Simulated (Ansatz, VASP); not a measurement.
# LiF: VASP beside Ansatz

```
CELL_PARAMETERS angstrom
0.00000 2.17512 2.17512
2.17512 0.00000 2.17512
2.17512 2.17512 0.00000
ATOMIC_POSITIONS crystal
Li 0.00000 0.00000 0.00000
F 0.50000 0.50000 0.50000
```

Change from the starting cell: strain +0.080 along x and y, +0.080 along z, atoms carried along.

Alike in both runs: task single point; functional r2SCAN; k mesh 10 × 10 × 10; occupations gaussian, width 0.05 eV; no spin polarisation.

```csv
,VASP,Ansatz
version,VASP 6.6.1,Ansatz 0.2.0
potentials or method,"VASP PAW PBE potentials, release 64 (Li_sv, F), cutoff 520 eV","scalar-relativistic, plane waves, PAW"
valence electrons in the cell,10,10
```

```csv
,VASP,Ansatz,Ansatz less VASP
gap on the k mesh at the Fermi level (eV),8.31,8.20,-0.101
least direct gap on the mesh (eV),8.31,8.20,-0.101
```

VASP's potentials were made for PBE, not for r2SCAN.

Noted on VASP's run: the cutoff is short for stress, so the pressure is rough.
